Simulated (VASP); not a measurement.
Input of a VASP 6.6.1 run:

File INCAR:

```
SYSTEM = Bi
PREC     = Accurate       ! precision mode
ENCUT    = 520            ! plane-wave cutoff, eV
EDIFF    = 1E-6           ! SCF threshold, eV
ISMEAR   = -1             ! smearing method
SIGMA    = 0.05           ! smearing width, eV
LREAL    = .False.        ! projectors in reciprocal space
LASPH    = .True.         ! aspherical terms in the spheres
NELM     = 80             ! most SCF steps
ALGO     = Normal         ! electronic algorithm
ISIF     = 2              ! what is computed and relaxed
LWAVE    = .False.        ! write WAVECAR
LCHARG   = .False.        ! write CHGCAR
GGA      = PS             ! functional
NBANDS   = 14             ! bands
```

The input KPOINTS:

```
Automatic mesh
0
Gamma
  8 8 8
  0 0 0
```

The input POSCAR:

```
Bi
1.0
   -1.9814305318      1.9814305318      1.9021733105
    1.9814305318     -1.9814305318      1.9021733105
    1.9814305318      1.9814305318     -1.9021733105
Bi
1
Direct
    0.0000000000      0.0000000000      0.0000000000
```

Potentials or basis: VASP PAW PBE potentials, release 64 (Bi_d).

Run with:

```bash
$ cat potpaw_PBE.64/Bi_d/POTCAR > POTCAR
$ mpirun -np 1 vasp_std > vasp.out
```

Predict the pressure.

0.0 GPa.

Stress tensor (GPa, compression positive):
```
-0.40  0.00  0.00
 0.00 -0.40  0.00
 0.00  0.00  0.87
```

Caveat: the PAW data sets were made with another functional, which shifts forces and pressure a little.
